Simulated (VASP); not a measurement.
# KBr in VASP: a series of runs

Aim: see how the results for KBr move with the level of theory and the settings. Levels: PBE, r2SCAN. Tasks: single point.

Everything below comes from runs of VASP 6.6.1. Logs are shortened: lines on timing, memory, paths and dates and some standing lists are left out, and cuts for length are marked.

### Step 1. The cell of the first run

The structure is orthorhombic, space group Immm (No. 71). The conventional cell has a = 4.600 Å, b = 4.740 Å, c = 6.604 Å, α = 90.00°, β = 90.00°, γ = 90.00°. K (site symmetry mmm) has 6 Br at 3.30 Å within 4.3 Å. Within 4.3 Å of Br (site symmetry mmm) lie 6 K at 3.30 Å.

### Step 2. Single point, PBE (shear xy strain +3.0%)

File INCAR:

```
SYSTEM = KBr
  PREC = Accurate
  ENCUT = 520
  EDIFF = 1E-6
  ISMEAR = 0
  SIGMA = 0.01
  LREAL = .FALSE.
  LASPH = .TRUE.
  NELM = 60
  ALGO = Normal
  ISIF = 2
  LWAVE = .FALSE.
  LCHARG = .FALSE.
  GGA = PE
  NBANDS = 15
```

File KPOINTS:

```
Automatic mesh
0
G
  4 4 4
  0 0 0
```

File POSCAR:

```
KBr
1.0
    0.0495337175      3.3022478341      3.3022478341
    3.3022478341      0.0495337175      3.3022478341
    3.3517815516      3.3517815516      0.0000000000
K Br
1 1
Direct
    0.0000000000      0.0000000000      0.0000000000
    0.5000000000      0.5000000000      0.5000000000
```

Potentials or basis: VASP PAW PBE potentials, release 64 (K_sv, Br).

On the command line:

```bash
$ cat potpaw_PBE.64/K_sv/POTCAR potpaw_PBE.64/Br/POTCAR > POTCAR
$ mpirun -np 1 vasp_std > vasp.out
```

OUTCAR:

```text
SYSTEM = KBr
   PREC = Accurate
   ENCUT = 520
   EDIFF = 1E-6
   ISMEAR = 0
   LREAL = .FALSE.
   LASPH = .TRUE.
   NELM = 60
   ISIF = 2
   GGA = PE

 ion  position               nearest neighbor table
   1  0.000  0.000  0.000-   2 3.30   2 3.30
   2  0.500  0.500  0.500-   1 3.30   1 3.30

  LATTYP: Found a body centered orthorhombic cell.
 ALAT       =     4.6000324182
 B/A-ratio  =     1.0304568528
 C/A-ratio  =     1.4357498095

  Lattice vectors:

 A1 = (   3.3022478341,   0.0495337175,  -3.3022478341)
 A2 = (  -3.3022478341,  -0.0495337175,  -3.3022478341)
 A3 = (   0.0495337175,   3.3022478341,   3.3022478341)

Analysis of symmetry for initial positions (statically):
=====================================================================
 Subroutine PRICEL returns:
 Original cell was already a primitive cell.

 Routine SETGRP: Setting up the symmetry group for a
 body centered orthorhombic supercell.

 Subroutine GETGRP returns: Found  8 space group operations
 (whereof  8 operations were pure point group operations)
 out of a pool of  8 trial point group operations.

The static configuration has the point symmetry D_2h.

Analysis of symmetry for dynamics (positions and initial velocities):
=====================================================================
 Subroutine PRICEL returns:
 Original cell was already a primitive cell.

 Routine SETGRP: Setting up the symmetry group for a
 body centered orthorhombic supercell.

 Subroutine GETGRP returns: Found  8 space group operations
 (whereof  8 operations were pure point group operations)
 out of a pool of  8 trial point group operations.

The dynamic configuration has the point symmetry D_2h.

 Subroutine INISYM returns: Found  8 space group operations
 (whereof  8 operations are pure point group operations),
 and found     1 'primitive' translations

----------------------------------------------------------------------------------------

                                     Primitive cell

  volume of cell :      72.0048

  direct lattice vectors                    reciprocal lattice vectors
     0.049533717  3.302247834  3.302247834    -0.153717782  0.153717782  0.151412015
     3.302247834  0.049533717  3.302247834     0.153717782 -0.153717782  0.151412015
     3.351781552  3.351781552  0.000000000     0.149174399  0.149174399 -0.151412015

  length of vectors
     4.670346358  4.670346358  4.740134928     0.264922463  0.264922463  0.259675954

  position of ions in fractional coordinates (direct lattice)
     0.000000000  0.000000000  0.000000000
     0.500000000  0.500000000  0.500000000

  ion indices of the primitive-cell ions
   primitive index   ion index
                 1           1
                 2           2

----------------------------------------------------------------------------------------

 KPOINTS: Automatic mesh

Automatic generation of k-mesh.
 Grid dimensions read from file:
 generate k-points for:    4    4    4

 Generating k-lattice:

  Cartesian coordinates                     Fractional coordinates (reciprocal lattice)
    -0.038429446  0.038429446  0.037853004     0.250000000  0.000000000  0.000000000
     0.038429446 -0.038429446  0.037853004     0.000000000  0.250000000  0.000000000
     0.037293600  0.037293600 -0.037853004     0.000000000  0.000000000  0.250000000

  Length of vectors
     0.066230616  0.066230616  0.064918989

  Shift w.r.t. Gamma in fractional coordinates (k-lattice)
     0.000000000  0.000000000  0.000000000

 Subroutine IBZKPT returns following result:
 ===========================================

 Found     18 irreducible k-points:

 Following reciprocal coordinates:
            Coordinates               Weight
  0.000000  0.000000  0.000000      1.000000
  0.250000 -0.000000  0.000000      4.000000
  0.500000 -0.000000  0.000000      2.000000
  0.250000  0.250000  0.000000      2.000000
  0.500000  0.250000  0.000000      4.000000
 -0.250000  0.250000  0.000000      2.000000
[... 10 lines left out ...]
  0.250000  0.250000  0.500000      2.000000
 -0.250000  0.250000  0.500000      2.000000
   k-points           NKPTS =     18   k-points in BZ     NKDIM =     18   number of bands    NBANDS=     15
   number of dos      NEDOS =    301   number of ions     NIONS =      2
   total plane-waves  NPLWV =  46656
   dimension x,y,z NGX =    36 NGY =   36 NGZ =   36
   dimension x,y,z NGXF=    72 NGYF=   72 NGZF=   72
   ions per type =               1   1
   NGX,Y,Z   is equivalent  to a cutoff of  12.81, 12.81, 12.63 a.u.
   NGXF,Y,Z  is equivalent  to a cutoff of  25.63, 25.63, 25.25 a.u.
 SYSTEM =  KBr
   PREC   = accura    normal or accurate (medium, high low for compatibility)
   ISTART =      0    job   : 0-new  1-cont  2-samecut
   ICHARG =      2    charge: 1-file 2-atom 10-const
   ISPIN  =      1    spin polarized calculation?
   LNONCOLLINEAR =      F non collinear calculations
   LSORBIT =      F    spin-orbit coupling
   LASPH  =      T    aspherical Exc in radial PAW
   ENCUT  =  520.0 eV  38.22 Ry    6.18 a.u.   8.68  8.68  8.81*2*pi/ulx,y,z
   NELM   =     60;   NELMIN=  2; NELMDL= -5     # of ELM steps
   EDIFF  = 0.1E-05   stopping-criterion for ELM
   LREAL  =      F    real-space projection
   EDIFFG = 0.1E-04   stopping-criterion for IOM
   NSW    =      0    number of steps for IOM
   IBRION =     -1    ionic relax: 0-MD 1-quasi-New 2-CG
   NFREE  =      0    steps in history (QN), initial steepest desc. (CG)
   ISIF   =      2    stress and relaxation
   ISYM   =      2    0-nonsym 1-usesym 2-fastsym
   POTIM  = 0.5000    time-step for ionic-motion
   TEBEG  =    0.0;   TEEND  =   0.0 temperature during run
   PSTRESS=    0.0 pullay stress
   NELECT =      16.0000    total number of electrons
   NUPDOWN=      -1.0000    fix difference up-down
   EMIN   =  10.00;   EMAX   =-10.00  energy-range for DOS
   EFERMI =   0.00;   METHOD = LEGACY
   ISMEAR =     0;   SIGMA  =   0.01  broadening in eV -4-tet -1-fermi 0-gaus
   EFERMI_NEDOS =   21; number of points for ismear=-14 and -15
   IALGO  =     38    algorithm
   IMIX   =      4    mixing-type and parameters
     AMIX     =   0.40;   BMIX     =  1.00
     AMIX_MAG =   1.60;   BMIX_MAG =  1.00
  volume/ion in A,a.u.               =      36.00       242.96
  Fermi-wavevector in a.u.,A,eV,Ry     =   0.991580  1.873814 13.377667  0.983231
  Thomas-Fermi vector in A             =   2.123331
   LORBIT       =      0    0 simple, 1 ext, 2 COOP (PROOUT), +10 PAW based schemes
   GGA     = PE    functional components
   LHFCALC =     F    Hartree Fock is set to
   AEXX    =    0.0000 exact exchange contribution
   IVDW    =     0    specifies the selected vdW correction
   LEPSILON=     F    determine dielectric tensor
   LRPA    =     F    only Hartree local field effects (RPA)
 non-spin polarized calculation
 Gauss-broadening in eV      SIGMA  =   0.01
  energy-cutoff  :      520.00
  volume of cell :       72.00
 maximum number of plane-waves:      1958
 NGX is ok and might be reduce to    36
   NGX = 17   NGY = 17   NGZ = 17

 number of electron      15.9999999 magnetization

 Free energy of the ion-electron system (eV)
  ---------------------------------------------------
  ext. energy  EPLUGINS =         0.00000000
  ---------------------------------------------------
  free energy    TOTEN  =        -6.21426139 eV

  energy without entropy =       -6.21426139  energy(sigma->0) =       -6.21426139

 E-fermi :  -1.6586     XC(G=0):  -7.3633

 val. band max:       -1.7114315432   @ k =   0.0000   0.0000   0.0000
 cond. band min:       2.6801366687   @ k =   0.0000   0.0000   0.0000
 fundamental gap:      4.3915682119
 Fermi energy:        -1.6585989574

 k-point     1 :       0.0000    0.0000    0.0000
  band No.  band energies     occupation
      1     -29.5348      2.00000
      2     -14.0357      2.00000
      3     -13.0133      2.00000
      4     -13.0118      2.00000
      5     -13.0103      2.00000
      6      -1.7776      2.00000
      7      -1.7469      2.00000
      8      -1.7114      2.00000
      9       2.6801      0.00000
     10       5.7400      0.00000
     11       5.8582      0.00000
     12       5.9759      0.00000
     13       6.6790      0.00000
     14       6.6840      0.00000
     15       9.8521      0.00000

 k-point     2 :       0.2500   -0.0000    0.0000
  band No.  band energies     occupation
      1     -29.5318      2.00000
      2     -14.1290      2.00000
      3     -13.0162      2.00000
      4     -13.0126      2.00000
      5     -12.8843      2.00000
      6      -2.4034      2.00000
      7      -1.9559      2.00000
      8      -1.9148      2.00000
      9       3.9413      0.00000
     10       5.7744      0.00000
     11       6.4577      0.00000
     12       6.6107      0.00000
     13       7.4337      0.00000
     14       7.4664      0.00000
     15      10.5076      0.00000

 k-point     3 :       0.5000   -0.0000    0.0000
  band No.  band energies     occupation
      1     -29.5289      2.00000
      2     -14.2064      2.00000
      3     -13.0200      2.00000
      4     -13.0150      2.00000
      5     -12.7709      2.00000
      6      -2.9161      2.00000
      7      -2.1203      2.00000
      8      -2.0799      2.00000
      9       4.8358      0.00000
     10       6.5216      0.00000
     11       7.9681      0.00000
     12       8.1192      0.00000
     13       8.1967      0.00000
     14       8.3525      0.00000
     15       9.2127      0.00000
[... 235 lines left out ...]
 k-point    17 :       0.2500    0.2500    0.5000
  band No.  band energies     occupation
      1     -29.5296      2.00000
      2     -14.1476      2.00000
      3     -13.0523      2.00000
      4     -13.0196      2.00000
      5     -12.8263      2.00000
      6      -2.6526      2.00000
      7      -2.1580      2.00000
      8      -2.0179      2.00000
      9       5.0969      0.00000
     10       5.7511      0.00000
     11       7.0717      0.00000
     12       7.2565      0.00000
     13       7.7495      0.00000
     14       8.9788      0.00000
     15       9.1715      0.00000

 k-point    18 :      -0.2500    0.2500    0.5000
  band No.  band energies     occupation
      1     -29.5275      2.00000
      2     -14.0345      2.00000
      3     -13.0828      2.00000
      4     -13.0662      2.00000
      5     -12.9154      2.00000
      6      -2.3491      2.00000
      7      -2.3159      2.00000
      8      -2.2802      2.00000
      9       5.6284      0.00000
     10       5.6462      0.00000
     11       6.4962      0.00000
     12       7.2363      0.00000
     13       8.9392      0.00000
     14       9.0558      0.00000
     15       9.2665      0.00000

------------------------ aborting loop because EDIFF is reached ----------------------------------------

  FORCE on cell =-STRESS in cart. coord.  units (eV):
  Direction    XX          YY          ZZ          XY          YZ          ZX
  --------------------------------------------------------------------------------------
  -------------------------------------------------------------------------------------
  Total        0.3260338      0.3260338      0.3233633     -0.0674286      0.0000000      0.0000000
  in kB        7.2545740      7.2545740      7.1951527     -1.5003530      0.0000000      0.0000000
  external PRESSURE =       7.2347669 kB  Pullay stress =       0.0000000 kB

 VOLUME and BASIS-vectors are now :
 -----------------------------------------------------------------------------
  energy-cutoff  :      520.00
  volume of cell :       72.00
      direct lattice vectors                 reciprocal lattice vectors
     0.049533717  3.302247834  3.302247834    -0.153717782  0.153717782  0.151412015
     3.302247834  0.049533717  3.302247834     0.153717782 -0.153717782  0.151412015
     3.351781552  3.351781552  0.000000000     0.149174399  0.149174399 -0.151412015

 POSITION                                       TOTAL-FORCE (eV/Angst)
 -----------------------------------------------------------------------------------
      0.00000      0.00000      0.00000         0.000000      0.000000      0.000000
      3.35178      3.35178      3.30225        -0.000000      0.000000      0.000000
 -----------------------------------------------------------------------------------
    total drift:                                0.000000      0.000000      0.000000

  FREE ENERGIE OF THE ION-ELECTRON SYSTEM (eV)
  ---------------------------------------------------
  free  energy   TOTEN  =        -6.2142613859 eV

  energy  without entropy=       -6.2142613859  energy(sigma->0) =       -6.21426139
```

Run time: 28 s. Hardware: 1 thread of Intel Xeon 8259CL, shared host; peak memory 0.21 GiB.

What came out:

| Item | Value |
| --- | --- |
| Free energy | -6.2143 eV |
| Pressure | 0.7 GPa |
| Band gap on the k mesh | 4.39 eV |

Caveat: the cell differs from its parent crystal (shear xy strain +3.0%).

### Step 3. Single point, r2SCAN (strain -5.0%)

File POSCAR:

```
KBr
1.0
    0.0000000000      3.1371354424      3.1371354424
    3.1371354424      0.0000000000      3.1371354424
    3.1371354424      3.1371354424      0.0000000000
K Br
1 1
Direct
    0.0000000000      0.0000000000      0.0000000000
    0.5000000000      0.5000000000      0.5000000000
```

File INCAR.step1:

```
SYSTEM = KBr
PREC     = Accurate       ! precision mode
ENCUT    = 520            ! plane-wave cutoff, eV
ISMEAR   = 0              ! smearing method
SIGMA    = 0.01           ! smearing width, eV
LREAL    = .False.        ! projectors in reciprocal space
LASPH    = .True.         ! aspherical terms in the spheres
NELM     = 60             ! most SCF steps
NBANDS   = 15             ! bands
GGA      = PE             ! functional
ALGO     = Normal         ! electronic algorithm
EDIFF    = 1E-4           ! SCF threshold, eV
LWAVE    = .True.         ! write WAVECAR
LCHARG   = .False.        ! write CHGCAR
```

File INCAR.step2:

```
SYSTEM = KBr
PREC     = Accurate       ! precision mode
ENCUT    = 520            ! plane-wave cutoff, eV
EDIFF    = 1E-7           ! SCF threshold, eV
ISMEAR   = 0              ! smearing method
SIGMA    = 0.01           ! smearing width, eV
LREAL    = .False.        ! projectors in reciprocal space
LASPH    = .True.         ! aspherical terms in the spheres
NELM     = 60             ! most SCF steps
ALGO     = Normal         ! electronic algorithm
ISIF     = 2              ! what is computed and relaxed
LWAVE    = .False.        ! write WAVECAR
LCHARG   = .False.        ! write CHGCAR
METAGGA  = R2SCAN         ! meta-GGA
LMIXTAU  = .True.       
NBANDS   = 15             ! bands
ISTART   = 1
```

File KPOINTS:

```
regular mesh
0
Gamma
  6 6 6
  0 0 0
```

Potentials or basis: VASP PAW PBE potentials, release 64 (K_sv, Br).

On the command line:

```bash
$ cat potpaw_PBE.64/K_sv/POTCAR potpaw_PBE.64/Br/POTCAR > POTCAR
$ cp INCAR.step1 INCAR
$ mpirun -np 1 vasp_std > vasp.out
$ cp INCAR.step2 INCAR
$ mpirun -np 1 vasp_std > vasp.out
```

Run time: 2.1 min. Hardware: 1 thread of Intel Xeon 8259CL, shared host; peak memory 0.21 GiB.

It converged, with:

| Quantity | Value |
| --- | --- |
| Free energy | -23.1445 eV |
| Pressure | 3.7 GPa |
| Band gap on the k mesh | 5.56 eV |

Levels at points of the mesh, in eV from the valence-band top:
```tsv
k point	band 6	band 7	band 8	band 9	band 10	band 11
(0.00, 0.00, 0.00)	0.00	0.00	0.00	5.56	8.21	8.21
(0.50, 0.00, 0.00)	-1.50	-0.48	-0.48	7.46	9.41	10.91
(0.50, 0.50, 0.00)	-0.99	-0.34	-0.34	6.13	8.63	10.41
```

Caveat: the cell differs from its parent crystal (strain -5.0%); the cell stands under pressure; the PAW data sets were made with another functional, which shifts forces and pressure a little.

### Step 4. Single point, r2SCAN

File POSCAR:

```
KBr
1.0
    0.0000000000      3.3022478341      3.3022478341
    3.3022478341      0.0000000000      3.3022478341
    3.3022478341      3.3022478341      0.0000000000
K Br
1 1
Direct
    0.0000000000      0.0000000000      0.0000000000
    0.5000000000      0.5000000000      0.5000000000
```

File INCAR.step1:

```
PREC = Accurate
ENCUT = 520
ISMEAR = 0
SIGMA = 0.01
LREAL = False
LASPH = True
NELM = 100
NBANDS = 15
GGA = PE
ALGO = Normal
EDIFF = 1E-4
LWAVE = True
LCHARG = False
```

File INCAR.step2:

```
PREC = Accurate
ENCUT = 520
EDIFF = 1E-6
ISMEAR = 0
SIGMA = 0.01
LREAL = False
LASPH = True
NELM = 100
ALGO = Normal
ISIF = 2
LWAVE = False
LCHARG = True
METAGGA = R2SCAN
LMIXTAU = True
LELF = True
LVHAR = True
NBANDS = 15
ISTART = 1
```

File KPOINTS:

```
regular mesh
0
Gamma
  6 6 6
```

On the command line:

```bash
$ cat potpaw_PBE.64/K_sv/POTCAR potpaw_PBE.64/Br/POTCAR > POTCAR
$ cp INCAR.step1 INCAR
$ mpirun -np 1 vasp_std > vasp.out
$ cp INCAR.step2 INCAR
$ mpirun -np 1 vasp_std > vasp.out
```

Run time: 1.7 min. Hardware: 1 thread of Intel Xeon 8259CL, shared host; peak memory 0.22 GiB.

It converged, with:

```yaml
Free_energy: -23.2487 eV
Pressure: 0.0 GPa
Band_gap_on_the_k_mesh: 5.07 eV
```

Levels at points of the mesh, in eV from the valence-band top:
```csv
k point,band 4,band 5,band 6,band 7,band 8,band 9,band 10,band 11,band 12,band 13
"(0.00, 0.00, 0.00)",-11.59,-11.59,0.00,0.00,0.00,5.07,8.24,8.24,8.24,9.22
"(0.50, 0.00, 0.00)",-11.60,-11.35,-1.16,-0.33,-0.33,7.13,8.86,10.53,10.53,10.81
"(0.50, 0.50, 0.00)",-11.63,-11.63,-0.82,-0.29,-0.29,6.36,8.02,10.12,10.21,10.56
```

Caveat: the PAW data sets were made with another functional, which shifts forces and pressure a little.

### Step 5. Single point, PBE (uniaxial x strain -0.5%)

File INCAR:

```
SYSTEM = KBr
PREC = Accurate ; ENCUT = 520
EDIFF = 1E-7 ; ISMEAR = -1
SIGMA = 0.02 ; LREAL = .False.
LASPH = .True. ; NELM = 60
ALGO = Normal ; ISIF = 2
LWAVE = .False. ; LCHARG = .False.
GGA = PE ; NBANDS = 15
```

File KPOINTS:

```
regular mesh
0
Gamma
  6 6 6
  0 0 0
```

File POSCAR:

```
KBr
1.0
    0.0000000000      3.3022478341      3.3022478341
    3.2857365950      0.0000000000      3.3022478341
    3.2857365950      3.3022478341      0.0000000000
K Br
1 1
Direct
    0.0000000000      0.0000000000      0.0000000000
    0.5000000000      0.5000000000      0.5000000000
```

On the command line:

```bash
$ cat potpaw_PBE.64/K_sv/POTCAR potpaw_PBE.64/Br/POTCAR > POTCAR
$ mpirun -np 1 vasp_std > vasp.out
```

Run time: 56 s. Hardware: 1 thread of Intel Xeon 8259CL, shared host; peak memory 0.22 GiB.

The run converged. Its results:

| Quantity | Value |
| --- | --- |
| Free energy | -6.2139 eV |
| Pressure | 0.8 GPa |
| Band gap on the k mesh | 4.44 eV |

Stress tensor (GPa, compression positive):
```
0.92 0.00 0.00
0.00 0.75 0.00
0.00 0.00 0.75
```

Levels at points of the mesh, in eV from the valence-band top:
```csv
k point,band 4,band 5,band 6,band 7,band 8,band 9,band 10,band 11,band 12,band 13
"(0.00, 0.00, 0.00)",-11.25,-11.25,0.00,0.00,0.00,4.44,7.59,7.59,7.62,8.42
"(0.50, 0.00, 0.00)",-11.26,-11.00,-1.19,-0.34,-0.34,6.60,8.24,9.77,9.77,10.06
"(0.50, 0.50, 0.00)",-11.29,-11.29,-0.82,-0.29,-0.28,5.86,7.21,9.37,9.52,9.68
"(0.00, 0.50, 0.50)",-11.29,-11.29,-0.81,-0.29,-0.29,5.86,7.21,9.38,9.54,9.68
```

Caveat: the cell differs from its parent crystal (uniaxial x strain -0.5%).

(Part 1 of 2 ends here.)
